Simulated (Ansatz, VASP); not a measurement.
AlN in VASP and in Ansatz

```xyz
8
Lattice="4.4025 0.0000 0.0000 0.0000 -4.4025 0.0000 0.0000 0.0000 -4.4025" Properties=species:S:1:pos:R:3 pbc="T T T"
Al   -0.2673    0.0000    0.2673
Al    2.2013   -2.2013    0.0000
Al    2.2013    0.0000   -2.2013
Al    0.0000   -2.2013   -2.2013
N     3.3019   -3.3019   -3.3019
N     1.1006   -1.1006   -3.3019
N     1.1006   -3.3019   -1.1006
N     3.3019   -1.1006   -1.1006
```

Alike in both runs: task single point; functional PBE; k mesh 6 × 6 × 6; occupations gaussian, width 0.05 eV; no spin polarisation.

```csv
,VASP,Ansatz
version,VASP 6.6.1,Ansatz 0.2.0
potentials or method,"VASP PAW PBE potentials, release 64 (Al, N), cutoff 520 eV","scalar-relativistic, plane waves, PAW"
valence electrons in the cell,32,32
```

```csv
,VASP,Ansatz,Ansatz less VASP
gap on the k mesh at the Fermi level (eV),1.58,1.58,+0.004
least direct gap on the mesh (eV),1.59,1.60,+0.006
pressure (GPa),4.9,5.1,+0.14
"traceless stress, the component that is largest in VASP (GPa)",6.04,6.01,-0.034
rms of the force components (eV/Å),2.465,2.459,-0.0062
```

Atom by atom the forces differ by 0.008 eV/Å (rms over components).
